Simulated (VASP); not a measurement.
**B: single point with PBEsol**

Crystal: B.

```
CELL_PARAMETERS angstrom
-1.14865 1.14865 1.14865
1.14865 -1.14865 1.14865
1.14865 1.14865 -1.14865
ATOMIC_POSITIONS crystal
B 0.00000 0.00000 0.00000
```

This isn't the form of B at room conditions, which is rhombohedral.

```json
{
  "Program": "VASP 6.6.1",
  "Task": "single point",
  "Functional": "PBEsol",
  "Potentials or basis": "VASP PAW PBE potentials, release 64 (B)",
  "Cutoff": "520 eV",
  "k mesh": "25 × 25 × 25",
  "Occupations": "fermi-dirac, width 0.08 eV",
  "Spin": "no spin polarisation"
}
```

```json
{
 "Pressure": "0.2 GPa",
 "Band gap on the k mesh": "zero (an odd number of electrons rules out a gap without spin polarisation)"
}
```

Levels at points of the mesh, in eV from the Fermi level:
| k point | band 1 | band 2 | band 3 | band 4 | band 5 |
| --- | --- | --- | --- | --- | --- |
| (0.00, 0.00, 0.00) | -18.79 | 15.74 | 15.74 | 15.74 | 34.07 |

Run time: 13 s on 1 thread of Intel(R) Xeon(R) Platinum 8259CL CPU @ 2.50GHz (Skylake/Cascade Lake), on a shared host, peak memory 0.12 GiB.

Caveat: the PAW data sets were made with another functional, which shifts forces and pressure a little.
